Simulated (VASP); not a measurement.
# CdS (F-43m) in VASP: further runs, part 2 of 2

VASP 6.6.1. The steps go on from the part before.

## (5) Single point, PBEsol

This run uses another cell than the first one, of 26.02 Å³/atom.

Contents of INCAR:

```
PREC = Accurate
ENCUT = 520
EDIFF = 1E-6
ISMEAR = 0
SIGMA = 0.02
LREAL = False
LASPH = True
NELM = 80
ALGO = Normal
ISIF = 2
LWAVE = False
LCHARG = True
GGA = PS
LELF = True
LVHAR = True
NBANDS = 16
```

Contents of KPOINTS:

```
regular mesh
0
Gamma
  8 8 8
```

Contents of POSCAR:

```
CdS
1.0
    0.0000000000      2.9631291161      2.9631291161
    2.9631291161      0.0000000000      2.9631291161
    2.9631291161      2.9631291161      0.0000000000
Cd S
1 1
Direct
    0.0000000000      0.0000000000      0.0000000000
    0.2500000000      0.2500000000      0.2500000000
```

Potentials or basis: VASP PAW PBE potentials, release 64 (Cd, S).

Run with:

```
> cat potpaw_PBE.64/Cd/POTCAR potpaw_PBE.64/S/POTCAR > POTCAR
> mpirun -np 1 vasp_std > vasp.out
```

OUTCAR:

```text
PREC = Accurate
   ENCUT = 520
   EDIFF = 1E-6
   ISMEAR = 0
   LREAL = False
   LASPH = True
   NELM = 80
   ISIF = 2
   GGA = PS

 ion  position               nearest neighbor table
   1  0.000  0.000  0.000-   2 2.57   2 2.57   2 2.57   2 2.57
   2  0.250  0.250  0.250-   1 2.57   1 2.57   1 2.57   1 2.57

  LATTYP: Found a face centered cubic cell.
 ALAT       =     5.9262582322

  Lattice vectors:

 A1 = (   0.0000000000,   2.9631291161,   2.9631291161)
 A2 = (   2.9631291161,   0.0000000000,   2.9631291161)
 A3 = (   2.9631291161,   2.9631291161,   0.0000000000)

Analysis of symmetry for initial positions (statically):
=====================================================================
 Subroutine PRICEL returns:
 Original cell was already a primitive cell.

 Routine SETGRP: Setting up the symmetry group for a
 face centered cubic supercell.

 Subroutine GETGRP returns: Found 24 space group operations
 (whereof 24 operations were pure point group operations)
 out of a pool of 48 trial point group operations.

The static configuration has the point symmetry T_d .

Analysis of symmetry for dynamics (positions and initial velocities):
=====================================================================
 Subroutine PRICEL returns:
 Original cell was already a primitive cell.

 Routine SETGRP: Setting up the symmetry group for a
 face centered cubic supercell.

 Subroutine GETGRP returns: Found 24 space group operations
 (whereof 24 operations were pure point group operations)
 out of a pool of 48 trial point group operations.

The dynamic configuration has the point symmetry T_d .

 Subroutine INISYM returns: Found 24 space group operations
 (whereof 24 operations are pure point group operations),
 and found     1 'primitive' translations

----------------------------------------------------------------------------------------

                                     Primitive cell

  volume of cell :      52.0333

  direct lattice vectors                    reciprocal lattice vectors
     0.000000000  2.963129116  2.963129116    -0.168740538  0.168740538  0.168740538
     2.963129116  0.000000000  2.963129116     0.168740538 -0.168740538  0.168740538
     2.963129116  2.963129116  0.000000000     0.168740538  0.168740538 -0.168740538

  length of vectors
     4.190497383  4.190497383  4.190497383     0.292267184  0.292267184  0.292267184

  position of ions in fractional coordinates (direct lattice)
     0.000000000  0.000000000  0.000000000
     0.250000000  0.250000000  0.250000000

  ion indices of the primitive-cell ions
   primitive index   ion index
                 1           1
                 2           2

----------------------------------------------------------------------------------------

 KPOINTS: regular mesh

Automatic generation of k-mesh.
 Grid dimensions read from file:
 generate k-points for:    8    8    8

 Generating k-lattice:

  Cartesian coordinates                     Fractional coordinates (reciprocal lattice)
    -0.021092567  0.021092567  0.021092567     0.125000000  0.000000000  0.000000000
     0.021092567 -0.021092567  0.021092567     0.000000000  0.125000000  0.000000000
     0.021092567  0.021092567 -0.021092567     0.000000000  0.000000000  0.125000000

  Length of vectors
     0.036533398  0.036533398  0.036533398

  Shift w.r.t. Gamma in fractional coordinates (k-lattice)
     0.000000000  0.000000000  0.000000000

 Subroutine IBZKPT returns following result:
 ===========================================

 Found     29 irreducible k-points:

 Following reciprocal coordinates:
            Coordinates               Weight
  0.000000  0.000000  0.000000      1.000000
  0.125000  0.000000  0.000000      8.000000
  0.250000  0.000000  0.000000      8.000000
  0.375000  0.000000  0.000000      8.000000
  0.500000  0.000000  0.000000      4.000000
  0.125000  0.125000  0.000000      6.000000
[... 16 lines left out ...]
  0.500000  0.250000  0.125000     48.000000
 -0.375000  0.250000  0.125000     24.000000
 [... further k-points ...]
   k-points           NKPTS =     29   k-points in BZ     NKDIM =     29   number of bands    NBANDS=     16
   number of dos      NEDOS =    301   number of ions     NIONS =      2
   total plane-waves  NPLWV =  32768
   dimension x,y,z NGX =    32 NGY =   32 NGZ =   32
   dimension x,y,z NGXF=    64 NGYF=   64 NGZF=   64
   ions per type =               1   1
   NGX,Y,Z   is equivalent  to a cutoff of  12.70, 12.70, 12.70 a.u.
   NGXF,Y,Z  is equivalent  to a cutoff of  25.39, 25.39, 25.39 a.u.
 SYSTEM =  unknown system
   PREC   = accura    normal or accurate (medium, high low for compatibility)
   ISTART =      0    job   : 0-new  1-cont  2-samecut
   ICHARG =      2    charge: 1-file 2-atom 10-const
   ISPIN  =      1    spin polarized calculation?
   LNONCOLLINEAR =      F non collinear calculations
   LSORBIT =      F    spin-orbit coupling
   LASPH  =      T    aspherical Exc in radial PAW
   ENCUT  =  520.0 eV  38.22 Ry    6.18 a.u.   7.79  7.79  7.79*2*pi/ulx,y,z
   NELM   =     80;   NELMIN=  2; NELMDL= -5     # of ELM steps
   EDIFF  = 0.1E-05   stopping-criterion for ELM
   LREAL  =      F    real-space projection
   EDIFFG = 0.1E-04   stopping-criterion for IOM
   NSW    =      0    number of steps for IOM
   IBRION =     -1    ionic relax: 0-MD 1-quasi-New 2-CG
   NFREE  =      0    steps in history (QN), initial steepest desc. (CG)
   ISIF   =      2    stress and relaxation
   ISYM   =      2    0-nonsym 1-usesym 2-fastsym
   POTIM  = 0.5000    time-step for ionic-motion
   TEBEG  =    0.0;   TEEND  =   0.0 temperature during run
   PSTRESS=    0.0 pullay stress
   NELECT =      18.0000    total number of electrons
   NUPDOWN=      -1.0000    fix difference up-down
   EMIN   =  10.00;   EMAX   =-10.00  energy-range for DOS
   EFERMI =   0.00;   METHOD = LEGACY
   ISMEAR =     0;   SIGMA  =   0.02  broadening in eV -4-tet -1-fermi 0-gaus
   EFERMI_NEDOS =   21; number of points for ismear=-14 and -15
   IALGO  =     38    algorithm
   IMIX   =      4    mixing-type and parameters
     AMIX     =   0.40;   BMIX     =  1.00
     AMIX_MAG =   1.60;   BMIX_MAG =  1.00
  volume/ion in A,a.u.               =      26.02       175.57
  Fermi-wavevector in a.u.,A,eV,Ry     =   1.149225  2.171720 17.969463  1.320718
  Thomas-Fermi vector in A             =   2.285896
   LORBIT       =      0    0 simple, 1 ext, 2 COOP (PROOUT), +10 PAW based schemes
   GGA     = PS    functional components
   LHFCALC =     F    Hartree Fock is set to
   AEXX    =    0.0000 exact exchange contribution
   IVDW    =     0    specifies the selected vdW correction
   LEPSILON=     F    determine dielectric tensor
   LRPA    =     F    only Hartree local field effects (RPA)
 non-spin polarized calculation
 Gauss-broadening in eV      SIGMA  =   0.02
  energy-cutoff  :      520.00
  volume of cell :       52.03
 maximum number of plane-waves:      1424
   NGX = 15   NGY = 15   NGZ = 15

 number of electron      18.0000001 magnetization

 Free energy of the ion-electron system (eV)
  ---------------------------------------------------
  ext. energy  EPLUGINS =         0.00000000
  ---------------------------------------------------
  free energy    TOTEN  =        -6.79491840 eV

  energy without entropy =       -6.79491840  energy(sigma->0) =       -6.79491840

 E-fermi :   0.9285     XC(G=0):  -9.1563

 val. band max:        0.8156556350   @ k =   0.0000   0.0000   0.0000
 cond. band min:       1.7235010060   @ k =   0.0000   0.0000   0.0000
 fundamental gap:      0.9078453709
 Fermi energy:         0.9285065907

 k-point     1 :       0.0000    0.0000    0.0000
  band No.  band energies     occupation
      1     -11.2854      2.00000
      2      -6.7487      2.00000
      3      -6.7487      2.00000
      4      -6.7487      2.00000
      5      -6.3232      2.00000
      6      -6.3232      2.00000
[... 8 lines left out ...]
     15      12.1846      0.00000
     16      12.1846      0.00000

 k-point     2 :       0.1250    0.0000    0.0000
  band No.  band energies     occupation
      1     -11.2280      2.00000
      2      -6.7286      2.00000
      3      -6.7286      2.00000
      4      -6.6981      2.00000
      5      -6.3241      2.00000
      6      -6.3241      2.00000
[... 8 lines left out ...]
     15      11.5685      0.00000
     16      12.3975      0.00000
[... 387 lines left out ...]
      5      -6.2934      2.00000
      6      -6.0544      2.00000
[... 8 lines left out ...]
     15      13.3147      0.00000
     16      13.7424      0.00000

 k-point    24 :      -0.3750    0.2500    0.1250
  band No.  band energies     occupation
      1     -10.8313      2.00000
      2      -6.6022      2.00000
      3      -6.5685      2.00000
      4      -6.3455      2.00000
      5      -6.2995      2.00000
      6      -5.8806      2.00000
[... 8 lines left out ...]
     15      12.8719      0.00000
     16      13.7795      0.00000

 [... further k-points ...]
[... 5 lines left out ...]
  --------------------------------------------------------------------------------------
  -------------------------------------------------------------------------------------
  Total       -0.8182856     -0.8182856     -0.8182856     -0.0000000      0.0000000     -0.0000000
  in kB      -25.1961245    -25.1961245    -25.1961245     -0.0000000      0.0000000     -0.0000000
  external PRESSURE =     -25.1961245 kB  Pullay stress =       0.0000000 kB

 VOLUME and BASIS-vectors are now :
 -----------------------------------------------------------------------------
  energy-cutoff  :      520.00
  volume of cell :       52.03
      direct lattice vectors                 reciprocal lattice vectors
     0.000000000  2.963129116  2.963129116    -0.168740538  0.168740538  0.168740538
     2.963129116  0.000000000  2.963129116     0.168740538 -0.168740538  0.168740538
     2.963129116  2.963129116  0.000000000     0.168740538  0.168740538 -0.168740538

 POSITION                                       TOTAL-FORCE (eV/Angst)
 -----------------------------------------------------------------------------------
      0.00000      0.00000      0.00000         0.000000      0.000000      0.000000
      1.48156      1.48156      1.48156        -0.000000     -0.000000     -0.000000
 -----------------------------------------------------------------------------------
    total drift:                               -0.000000     -0.000000     -0.000000

  FREE ENERGIE OF THE ION-ELECTRON SYSTEM (eV)
  ---------------------------------------------------
  free  energy   TOTEN  =        -6.7949183950 eV

  energy  without entropy=       -6.7949183950  energy(sigma->0) =       -6.79491840
```

OSZICAR:

```text
N       E                     dE             d eps       ncg     rms          rms(c)
DAV:   1     0.101149579684E+03    0.10115E+03   -0.90373E+03   968   0.102E+03
DAV:   2    -0.318467751088E+01   -0.10433E+03   -0.98763E+02  1112   0.246E+02
DAV:   3    -0.727308851996E+01   -0.40884E+01   -0.40794E+01  1184   0.499E+01
DAV:   4    -0.729908337235E+01   -0.25995E-01   -0.25993E-01  1136   0.385E+00
DAV:   5    -0.729944679095E+01   -0.36342E-03   -0.36342E-03  1192   0.430E-01    0.699E+00
DAV:   6    -0.681630574453E+01    0.48314E+00   -0.81409E-01  1416   0.117E+01    0.576E+00
DAV:   7    -0.679766561036E+01    0.18640E-01   -0.15135E-01  1136   0.275E+00    0.282E+00
DAV:   8    -0.679503260770E+01    0.26330E-02   -0.15017E-02  1104   0.150E+00    0.219E-01
DAV:   9    -0.679481999022E+01    0.21262E-03   -0.18042E-03  1128   0.609E-01    0.582E-02
DAV:  10    -0.679487418912E+01   -0.54199E-04   -0.19073E-04  1160   0.150E-01    0.622E-02
DAV:  11    -0.679492343205E+01   -0.49243E-04   -0.80493E-05  1104   0.774E-02    0.238E-02
DAV:  12    -0.679491795734E+01    0.54747E-05   -0.15995E-05  1248   0.477E-02    0.754E-03
DAV:  13    -0.679491839502E+01   -0.43768E-06   -0.16815E-06  1112   0.785E-03
   1 F= -.67949184E+01 E0= -.67949184E+01  d E =-.984151E-18
```

stdout:

```text
POSCAR found type information on POSCAR CdS
 POSCAR found :  2 types and       2 ions
 scaLAPACK will be used
 -----------------------------------------------------------------------------
|                                                                             |
|                                                                             |
|     You enforced a specific xc type in the INCAR file but a different       |
|     I HOPE YOU KNOW WHAT YOU ARE DOING!                                     |
|                                                                             |
 -----------------------------------------------------------------------------

 LDA part: xc-table for (Slater+PW92), standard interpolation
 POSCAR, INCAR and KPOINTS ok, starting setup
 FFT: planning ... GRIDC
 FFT: planning ... GRID_SOFT
 FFT: planning ... GRID
 WAVECAR not read
 entering main loop
```

Run time: 14 s. Hardware: 1 thread of Intel Xeon 6975P-C (Granite Rapids), shared host; peak memory 0.17 GiB.

Results:

| Item | Value |
| --- | --- |
| Free energy | -6.7949 eV |
| Pressure | -2.5 GPa |
| Band gap on the k mesh | 0.91 eV |

Caveat: the PAW data sets were made with another functional, which shifts forces and pressure a little.

## (6) Single point, r2SCAN

This run uses another cell than the first one, of 26.02 Å³/atom.

POSCAR is that of step 5.

Contents of INCAR.step1:

```
ALGO = Normal
EDIFF = 1E-4
ENCUT = 520
GGA = PE
ISMEAR = 0
LASPH = T
LCHARG = F
LREAL = F
LWAVE = T
NBANDS = 16
NELM = 80
PREC = Accurate
SIGMA = 0.02
```

Contents of INCAR.step2:

```
ALGO = Normal
EDIFF = 1E-7
ENCUT = 520
ISIF = 2
ISMEAR = 0
ISTART = 1
LASPH = T
LCHARG = F
LMIXTAU = T
LREAL = F
LWAVE = F
METAGGA = R2SCAN
NBANDS = 16
NELM = 80
PREC = Accurate
SIGMA = 0.02
```

Contents of KPOINTS:

```
k-points
0
Gamma
  8 8 8
```

Potentials or basis: VASP PAW PBE potentials, release 64 (Cd, S).

Run with:

```
> cat potpaw_PBE.64/Cd/POTCAR potpaw_PBE.64/S/POTCAR > POTCAR
> cp INCAR.step1 INCAR
> mpirun -np 1 vasp_std > vasp.out
> cp INCAR.step2 INCAR
> mpirun -np 1 vasp_std > vasp.out
```

It took 39 s on 1 thread of Intel Xeon 6975P-C (Granite Rapids), shared host; peak memory 0.19 GiB.

It converged, with:

```yaml
Free_energy: -29.6827 eV
Pressure: -1.1 GPa
Band_gap_on_the_k_mesh: 1.48 eV
```

Levels at points of the mesh, in eV from the valence-band top:
| k point | band 6 | band 7 | band 8 | band 9 | band 10 | band 11 | band 12 | band 13 |
| --- | --- | --- | --- | --- | --- | --- | --- | --- |
| (0.00, 0.00, 0.00) | -7.36 | 0.00 | 0.00 | 0.00 | 1.48 | 7.08 | 7.08 | 7.08 |
| (0.50, 0.00, 0.00) | -7.02 | -4.17 | -0.70 | -0.70 | 3.40 | 7.47 | 7.47 | 7.74 |
| (0.50, 0.50, 0.00) | -6.95 | -3.77 | -1.76 | -1.76 | 3.91 | 4.69 | 9.57 | 11.25 |

Caveat: the PAW data sets were made with another functional, which shifts forces and pressure a little. r2SCAN opens gaps a little over a GGA but as a rule still falls short of measured ones.

## (7) The runs side by side

```csv
level,cell,k mesh,smearing,gap on the mesh (eV),pressure (GPa)
PBE,"a = 4.115 Å, angles 60.0°, 2 atoms",6 × 6 × 6,gaussian 0.1 eV,1.16,3.7
PBE,"a = 4.190 Å, angles 60.0°, 2 atoms",8 × 8 × 8,gaussian 0.02 eV,1.04,0.3
PBEsol,"a = 4.190 Å, angles 60.0°, 2 atoms",8 × 8 × 8,gaussian 0.02 eV,0.91,-2.5
r2SCAN,"a = 4.190 Å, angles 60.0°, 2 atoms",8 × 8 × 8,gaussian 0.02 eV,1.48,-1.1
```

Alike in all rows: task single point; potentials or basis VASP PAW PBE potentials, release 64 (Cd, S); no spin polarisation; cutoff (eV) 520.

Caveats: the PAW data sets were made with another functional, which shifts forces and pressure a little (at least some runs); the cell stands under pressure (at least some runs).

Total energies depend on the potentials used, so only differences within one code and one set of settings carry meaning.
